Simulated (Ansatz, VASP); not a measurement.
# One calculation of SnO, two programs

The input POSCAR:

```
SnO
1.0
    0.0000000000      2.4139300532      2.5369732561
    2.4139300532      0.0000000000      2.5369732561
    2.4139300532      2.4139300532      0.0000000000
Sn O
1 1
Direct
    0.0000000000      0.0000000000      0.0000000000
    0.5000000000      0.5000000000      0.5000000000
```

File INCAR.step1:

```
SYSTEM = SnO
  PREC = Accurate
  ENCUT = 520
  ISMEAR = -1
  SIGMA = 0.02
  LREAL = .FALSE.
  LASPH = .TRUE.
  NELM = 60
  NBANDS = 17
  GGA = PE
  ALGO = Normal
  EDIFF = 1E-4
  LWAVE = .TRUE.
  LCHARG = .FALSE.
```

The input INCAR.step2:

```
SYSTEM = SnO
  PREC = Accurate
  ENCUT = 520
  EDIFF = 1E-7
  ISMEAR = -1
  SIGMA = 0.02
  LREAL = .FALSE.
  LASPH = .TRUE.
  NELM = 60
  ALGO = Normal
  ISIF = 2
  LWAVE = .FALSE.
  LCHARG = .TRUE.
  METAGGA = R2SCAN
  LMIXTAU = .TRUE.
  LELF = .TRUE.
  LVHAR = .TRUE.
  NBANDS = 17
  ISTART = 1
```

The input KPOINTS:

```
Automatic mesh
0
G
  8 8 8
  0 0 0
```

Input for Ansatz:

```yaml
crystal:
  lattice:
    - [0.0, 2.4139300532, 2.5369732561]
    - [2.4139300532, 0.0, 2.5369732561]
    - [2.4139300532, 2.4139300532, 0.0]
  atoms:
    - { symbol: Sn, position: [0.0, 0.0, 0.0] }
    - { symbol: O, position: [0.5, 0.5, 0.5] }
kpoints:
  mp_grid: { grid: [8, 8, 8] }
  band_path:
    path:
      - [0.0, 0.0, 0.0]
      - [0.5, 0.0, 0.5]
      - [0.625, 0.25, 0.625]
      - [0.375, 0.375, 0.75]
      - [0.5, 0.5, 0.5]
      - [0.5, 0.25, 0.75]
      - [0.5, 0.425, 0.575]
      - [0.17041, 0.176758, -0.432699]
      - [-0.102539, 0.073893, 0.480794]
    npoints: 1
hamiltonian:
  xc: r2scan
scf:
  occupations: { method: fermi_dirac, width: 0.02 }
  n_extra_bands: 4
output:
  forces: true
  stress: true
  eigenvalues: true
  write_density: true
  write_potential: true
  elf: true
  volumetric_format: npy
```

Change from the starting cell: biaxial_xy strain -4.8%.

Alike in both runs: task single point; functional r2SCAN; k mesh 8 × 8 × 8; occupations fermi-dirac, width 0.02 eV; no spin polarisation.

```csv
,VASP,Ansatz
version,VASP 6.6.1,Ansatz 0.2.0
potentials or method,"VASP PAW PBE potentials, release 64 (Sn_d, O)","plane waves, PAW"
plane-wave cutoff (eV),520,500
valence electrons in the cell,20,20
```

|  | VASP | Ansatz | Ansatz less VASP |
| --- | --- | --- | --- |
| gap on the k mesh at the Fermi level (eV) | 0.88 | 0.88 | +0.004 |
| pressure (GPa) | 13.6 | 13.2 | -0.37 |
| traceless stress, the component that is largest in VASP (GPa) | -4.55 | -4.36 | +0.190 |

VASP's potentials were made for PBE, not for r2SCAN.
